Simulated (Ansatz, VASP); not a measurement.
One calculation of AlNi, two programs

The input POSCAR:

```
AlNi
1.0
    1.7763483985     -1.7896306457      0.0000000000
    1.7763483985      1.7896306457      0.0000000000
    0.0000000000      0.0000000000      3.6918502184
Al Ni
1 1
Direct
    0.0000000000      0.0000000000      0.0000000000
    0.5000000000      0.5000000000      0.5000000000
```

File INCAR.step1:

```
PREC     = Accurate       # precision mode
ENCUT    = 520            # plane-wave cutoff, eV
ISMEAR   = 0              # smearing method
SIGMA    = 0.15           # smearing width, eV
LREAL    = False          # projectors in reciprocal space
LASPH    = True           # aspherical terms in the spheres
NELM     = 60             # most SCF steps
NBANDS   = 14             # bands
GGA      = PE             # functional
ALGO     = Normal         # electronic algorithm
EDIFF    = 1E-4           # SCF threshold, eV
LWAVE    = True           # write WAVECAR
LCHARG   = False          # write CHGCAR
```

INCAR.step2

```
PREC     = Accurate       # precision mode
ENCUT    = 520            # plane-wave cutoff, eV
EDIFF    = 1E-6           # SCF threshold, eV
ISMEAR   = 0              # smearing method
SIGMA    = 0.15           # smearing width, eV
LREAL    = False          # projectors in reciprocal space
LASPH    = True           # aspherical terms in the spheres
NELM     = 60             # most SCF steps
ALGO     = Normal         # electronic algorithm
ISIF     = 2              # what is computed and relaxed
LWAVE    = False          # write WAVECAR
LCHARG   = True           # write CHGCAR
METAGGA  = R2SCAN         # meta-GGA
LMIXTAU  = True         
LELF     = True           # ELF
LVHAR    = True         
NBANDS   = 14             # bands
ISTART   = 1
```

File KPOINTS:

```
regular mesh
0
Gamma
  20 20 18
```

Input for Ansatz:

```yaml
crystal:
  lattice:
    - [1.7763483985, -1.7896306457, 0.0]
    - [1.7763483985, 1.7896306457, 0.0]
    - [0.0, 0.0, 3.6918502184]
  atoms:
    - { symbol: Al, position: [0.0, 0.0, 0.0] }
    - { symbol: Ni, position: [0.5, 0.5, 0.5] }
basis:
  ecutwfc: 500
kpoints:
  mp_grid: { grid: [20, 20, 18] }
hamiltonian:
  xc: r2scan
scf:
  occupations: { method: gaussian, width: 0.15 }
output:
  forces: true
  stress: true
  eigenvalues: true
```

Alike in both runs: task single point; functional r2SCAN; k mesh 20 × 20 × 18; occupations gaussian, width 0.15 eV; no spin polarisation.

```csv
,VASP,Ansatz
version,VASP 6.6.1,Ansatz 0.2.0
potentials or method,"VASP PAW PBE potentials, release 64 (Al, Ni), cutoff 520 eV","scalar-relativistic, plane waves, PAW"
valence electrons in the cell,13,21
```

```csv
,VASP,Ansatz,Ansatz less VASP
gap on the k mesh at the Fermi level (eV),none,none,-
pressure (GPa),3.5,3.6,+0.09
"traceless stress, the component that is largest in VASP (GPa)",-17.80,-17.73,+0.067
```

VASP's potentials were made for PBE, not for r2SCAN. A gap of «none» marks a metal or a gap that the smearing closes. VASP's potentials hold 13 valence electrons a cell and Ansatz's 21, so a difference there can come from the potentials and not from the codes.
